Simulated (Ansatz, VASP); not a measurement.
**One calculation of Si2C3, two programs**

```
Si C
1.0
     2.63597    0.00000    0.00000
    -1.31798    2.28281    0.00000
     0.00000    0.00000   22.87837
Si C
4 6
Direct
  0.66667 0.33333 0.15000
  0.66667 0.33333 0.35000
  0.33333 0.66667 0.65000
  0.33333 0.66667 0.85000
  0.66667 0.33333 0.75000
  0.66667 0.33333 0.95000
  0.66667 0.33333 0.55000
  0.33333 0.66667 0.05000
  0.33333 0.66667 0.25000
  0.33333 0.66667 0.45000
```

Alike in both runs: task relaxation of cell and atoms; functional PBE; k mesh 6 × 6 × 1; occupations gaussian, width 0.1 eV; no spin polarisation.

|  | VASP | Ansatz |
| --- | --- | --- |
| version | VASP 6.6.1 | Ansatz 0.2.0 |
| potentials or method | VASP PAW PBE potentials, release 64 (Si, C), cutoff 600 eV | scalar-relativistic, plane waves, PAW |
| valence electrons in the cell | 40 | 40 |

```csv
,VASP,Ansatz,Ansatz less VASP
"gap on the k mesh at the Fermi level, each at its own relaxed structure (eV)",none,none,-
relaxed volume (Å³/atom),13.13,13.56,+0.436
relaxed cell length with the largest relative difference (Å),22.129,22.868,+0.7385
```

A gap of «none» marks a metal or a gap that the smearing closes.

The k mesh is coarse, so the values compare programs but aren't converged.
